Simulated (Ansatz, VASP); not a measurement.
## Zr: VASP beside Ansatz

Contents of INCAR:

```
ALGO     = Normal         # electronic algorithm
EDIFF    = 1E-7           # SCF threshold, eV
ENCUT    = 520            # plane-wave cutoff, eV
ISIF     = 2              # what is computed and relaxed
ISMEAR   = -1             # smearing method
LASPH    = True           # aspherical terms in the spheres
LCHARG   = False          # write CHGCAR
LREAL    = False          # projectors in reciprocal space
LWAVE    = False          # write WAVECAR
NBANDS   = 19             # bands
NELM     = 80             # most SCF steps
PREC     = Accurate       # precision mode
SIGMA    = 0.05           # smearing width, eV
```

KPOINTS

```
k-points
0
Gamma
  9 9 5
```

The input POSCAR:

```
Zr
1.0
    3.2320000000      0.0000000000      0.0000000000
   -1.6160000000      2.7989941050      0.0000000000
    0.0000000000      0.0000000000      5.1470000000
Zr
2
Direct
    0.6666666667      0.3333333333      0.7500000000
    0.3333333333      0.6666666667      0.2500000000
```

File input.yaml:

```yaml
crystal:
  lattice:
    - [3.232, 0.0, 0.0]
    - [-1.616, 2.798994105, 0.0]
    - [0.0, 0.0, 5.147]
  atoms:
    - { symbol: Zr, position: [0.6666666667, 0.3333333333, 0.75] }
    - { symbol: Zr, position: [0.3333333333, 0.6666666667, 0.25] }
kpoints:
  mp_grid: { grid: [9, 9, 5] }
  band_path:
    path:
      - [0.0, 0.0, 0.0]
      - [0.5, 0.0, 0.0]
      - [0.3333333333, 0.3333333333, 0.0]
      - [0.0, 0.0, 0.0]
      - [0.0, 0.0, 0.5]
      - [0.5, 0.0, 0.5]
      - [0.3333333333, 0.3333333333, 0.5]
      - [0.0, 0.0, 0.5]
    npoints: 6
scf:
  occupations: { method: fermi_dirac, width: 0.05 }
hamiltonian:
  xc: lda
  pseudopotentials: { kind: all_electron, lapw: { basis_error: 0.001 } }
output:
  forces: true
  stress: true
  eigenvalues: true
```

Alike in both runs: functional LDA; k mesh 9 × 9 × 5; occupations fermi-dirac, width 0.05 eV; no spin polarisation.

|  | VASP | Ansatz |
| --- | --- | --- |
| version | VASP 6.6.1 | Ansatz 0.2.0 |
| potentials or method | VASP PAW LDA potentials, release 64 (Zr_sv), cutoff 520 eV | all-electron LAPW, scalar-relativistic |
| task | single point | band structure |

Ansatz gave:

```
gap on the k mesh at the Fermi level (eV)                     : none
pressure (GPa)                                                : -6.1
traceless stress, the component that is largest in VASP (GPa) : 0.58
```

**Question.** What did VASP give for the same quantities?

**Answer.** gap on the k mesh at the Fermi level (eV): none; pressure (GPa): -6.0; traceless stress, the component that is largest in VASP (GPa): 0.59.

LDA's correlation is that of Perdew and Zunger in VASP and of Perdew and Wang (1992) in Ansatz. A gap of «none» marks a metal or a gap that the smearing closes. Ansatz ran all-electron here, and VASP with PAW potentials.
